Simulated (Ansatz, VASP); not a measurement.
Pb: VASP beside Ansatz

INCAR

```
SYSTEM = Pb
ALGO = Normal
EDIFF = 1E-6
ENCUT = 520
GGA = RP
GGA_COMPAT = .FALSE.
ISIF = 2
ISMEAR = 1
IVDW = 12
LASPH = .TRUE.
LCHARG = .TRUE.
LORBIT = 11
LORBMOM = .TRUE.
LREAL = .FALSE.
LSORBIT = .TRUE.
LVHAR = .TRUE.
LWAVE = .FALSE.
MAGMOM = 0 0 0
NBANDS = 25
NELM = 150
PREC = Accurate
SIGMA = 0.01
```

The input KPOINTS:

```
k-points
0
G
  7 7 7
  0 0 0
```

File POSCAR:

```
Pb
1.0
    0.0000000000      2.5235621278      2.5235621278
    2.5235621278      0.0000000000      2.5235621278
    2.5235621278      2.5235621278      0.0000000000
Pb
1
Direct
    0.0000000000      0.0000000000      0.0000000000
```

Contents of input.yaml:

```yaml
crystal:
  lattice:
    - [0.0, 2.5235621278, 2.5235621278]
    - [2.5235621278, 0.0, 2.5235621278]
    - [2.5235621278, 2.5235621278, 0.0]
  atoms:
    - { symbol: Pb, position: [0.0, 0.0, 0.0] }
kpoints:
  mp_grid: { grid: [7, 7, 7] }
scf:
  occupations: { method: methfessel_paxton, width: 0.01 }
hamiltonian:
  xc: rpbe
  dispersion: d3bj
  pseudopotentials: { kind: all_electron, lapw: { basis_error: 0.0005 } }
magnetization:
  noncollinear: true
  spin_orbit: true
output:
  forces: true
  stress: true
  eigenvalues: true
```

Change from the starting cell: volume scaled by 1.06.

Alike in both runs: task single point; functional RPBE; dispersion D3(BJ); k mesh 7 × 7 × 7; occupations methfessel-paxton of order 1, width 0.01 eV; non-collinear spin, spin-orbit coupling.

```csv
,VASP,Ansatz
version,VASP 6.6.1,Ansatz 0.2.0
potentials or method,"VASP PAW PBE potentials, release 64 (Pb_d), cutoff 520 eV","all-electron LAPW, relativistic spinors"
```

```csv
,VASP,Ansatz,Ansatz less VASP
pressure (GPa),-16.9,-16.9,-0.01
net moment per atom (μB),0.00,0.00,0.000
```

VASP's potentials were made for PBE, not for RPBE. Ansatz ran all-electron here, and VASP with PAW potentials.

Noted on Ansatz's run: the k mesh is thin for a metal, which can move the energy by tens of meV per atom.
